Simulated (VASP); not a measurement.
Input of a VASP 6.6.1 run:

File INCAR:

```
PREC = Accurate ; ENCUT = 520
EDIFF = 1E-6 ; ISMEAR = -1
SIGMA = 0.02 ; LREAL = False
LASPH = True ; NELM = 80
ALGO = Normal ; ISIF = 2
LWAVE = False ; LCHARG = False
GGA = PE ; NBANDS = 21
```

KPOINTS

```
Automatic mesh
0
Gamma
  8 8 8
```

Contents of POSCAR:

```
Zn2C
1.0
    0.0000000000      2.5006105624      2.5006105624
    2.5006105624      0.0000000000      2.5006105624
    2.5006105624      2.5006105624      0.0000000000
C Zn
1 2
Direct
    0.0000000000      0.0000000000      0.0000000000
    0.2500000000      0.2500000000      0.2500000000
    0.7500000000      0.7500000000      0.7500000000
```

Potentials or basis: VASP PAW PBE potentials, release 64 (C, Zn).

The run is started by

```bash
$ cat potpaw_PBE.64/C/POTCAR potpaw_PBE.64/Zn/POTCAR > POTCAR
$ mpirun -np 1 vasp_std > vasp.out
```

Question: Estimate the pressure.

Answer: 22.1 GPa.

Question: Estimate the band gap on the k mesh.

Answer: 0.29 eV, direct.

Caveat: the cell differs from its parent crystal (strain -3.0%).
